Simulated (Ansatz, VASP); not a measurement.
**MnO: VASP beside Ansatz**

File INCAR:

```
PREC     = Accurate       # precision mode
ENCUT    = 520            # plane-wave cutoff, eV
EDIFF    = 1E-6           # SCF threshold, eV
ISMEAR   = 0              # smearing method
SIGMA    = 0.15           # smearing width, eV
LREAL    = False          # projectors in reciprocal space
LASPH    = True           # aspherical terms in the spheres
NELM     = 150            # most SCF steps
ALGO     = Normal         # electronic algorithm
ISIF     = 2              # what is computed and relaxed
LWAVE    = False          # write WAVECAR
LCHARG   = False          # write CHGCAR
ISPIN    = 2              # spin polarisation
MAGMOM   = 4.41 0.25      # initial moments
LORBIT   = 11             # projections on sites
LMAXMIX  = 4              # l up to which the mixer works
GGA      = PS             # functional
NBANDS   = 20             # bands
```

The input KPOINTS:

```
Automatic mesh
0
Gamma
  18 18 18
```

File POSCAR:

```
MnO
1.0
    0.0000000000      2.4442000000      2.2220000000
    2.2220000000      0.0000000000      2.2220000000
    2.2220000000      2.4442000000      0.0000000000
Mn O
1 1
Direct
    0.0000000000      0.0000000000      0.0000000000
    0.5000000000      0.5000000000      0.5000000000
```

Input for Ansatz:

```yaml
crystal:
  lattice:
    - [0.0, 2.4442, 2.222]
    - [2.222, 0.0, 2.222]
    - [2.222, 2.4442, 0.0]
  atoms:
    - { symbol: Mn, position: [0.0, 0.0, 0.0], spin: 4.41 }
    - { symbol: O, position: [0.5, 0.5, 0.5], spin: 0.25 }
basis:
  ecutwfc: 420
kpoints:
  mp_grid: { grid: [18, 18, 18] }
hamiltonian:
  xc: pbesol
scf:
  occupations: { method: gaussian, width: 0.15 }
output:
  forces: true
  stress: true
  eigenvalues: true
  populations: true
magnetization:
  spin_polarized: true
```

Change from the starting cell: strain +0.1000 x Voigt [0, 1, 0, 0, 0, 0], atoms carried along.

Alike in both runs: task single point; functional PBEsol; k mesh 18 × 18 × 18; occupations gaussian, width 0.15 eV; collinear spin.

```csv
,VASP,Ansatz
version,VASP 6.6.1,Ansatz 0.2.0
potentials or method,"VASP PAW PBE potentials, release 64 (Mn_pv, O), cutoff 520 eV","scalar-relativistic, plane waves, PAW"
valence electrons in the cell,19,21
```

```tsv
	VASP	Ansatz	Ansatz less VASP
gap on the k mesh at the Fermi level (eV)	none	none	-
pressure (GPa)	-14.9	-15.0	-0.13
traceless stress, the component that is largest in VASP (GPa)	1.41	1.65	+0.244
net moment per atom (μB)	2.43	2.43	0.000
size of the moment on the site where the two differ most (μB)	4.39	4.09	-0.297
```

VASP's potentials were made for PBE, not for PBEsol. Site moments also hang on the region over which each program counts them. A gap of «none» marks a metal or a gap that the smearing closes. The functional is the same, so the differences come from potentials, cutoffs and numerics. VASP's potentials hold 19 valence electrons a cell and Ansatz's 21, so a difference there can come from the potentials and not from the codes.
